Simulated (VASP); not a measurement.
Set up this calculation in VASP 6.6.1, as the native input.

* Task: single point
* Functional: PBE
* Dispersion: D3(BJ)
* Potentials or basis: VASP PAW PBE potentials, release 64 (Mo_sv, S)
* Cutoff: 520 eV
* k mesh: 12 × 12 × 4
* Occupations: gaussian, width 0.05 eV
* Spin: no spin polarisation
* Dipole correction: no
* Further INCAR settings: ALGO = Normal; EDIFF = 1e-07; NBANDS = 35

The structure of MoS2 lies in POSCAR:

```
MoS2
1.0
    3.3068000000      0.0000000000      0.0000000000
   -1.6534000000      2.8637728052      0.0000000000
    0.0000000000      0.0000000000     11.0072000000
Mo S
2 4
Direct
    0.6666666667      0.3333333333      0.2501439769
    0.3333333333      0.6666666667      0.7498560231
    0.3333333333      0.6666666667      0.3795985159
    0.6666666667      0.3333333333      0.8793132861
    0.3333333333      0.6666666667      0.1206867139
    0.6666666667      0.3333333333      0.6204014841
```

The input as run:

INCAR

```
SYSTEM = MoS2
PREC     = Accurate       ! precision mode
ENCUT    = 520            ! plane-wave cutoff, eV
EDIFF    = 1E-7           ! SCF threshold, eV
ISMEAR   = 0              ! smearing method
SIGMA    = 0.05           ! smearing width, eV
LREAL    = .FALSE.        ! projectors in reciprocal space
LASPH    = .TRUE.         ! aspherical terms in the spheres
NELM     = 100            ! most SCF steps
ALGO     = Normal         ! electronic algorithm
ISIF     = 2              ! what is computed and relaxed
LWAVE    = .FALSE.        ! write WAVECAR
LCHARG   = .TRUE.         ! write CHGCAR
GGA      = PE             ! functional
IVDW     = 12             ! dispersion correction
LELF     = .TRUE.         ! ELF
LVHAR    = .TRUE.       
NBANDS   = 35             ! bands
```

KPOINTS

```
Automatic mesh
0
G
  12 12 4
  0 0 0
```

Potentials or basis: VASP PAW PBE potentials, release 64 (Mo_sv, S).

Run with:

```console
$ cat potpaw_PBE.64/Mo_sv/POTCAR potpaw_PBE.64/S/POTCAR > POTCAR
$ mpirun -np 1 vasp_std > vasp.out
```

It gave:

```yaml
Pressure: 1.5 GPa
Largest_force: 1.529 eV/Å
Band_gap_on_the_k_mesh: zero (bands 26 and 27 overlap by 0.51 eV)
Dispersion_energy_per_atom: -0.436 eV
```

Caveat: forces of over 1 eV/Å act on the atoms, so gaps and moduli don't describe the material at rest.

Wall time 3.1 min on 1 thread of AMD EPYC 9R45 96-Core Processor (Zen 5), with other jobs on the host, peak memory 0.34 GiB.
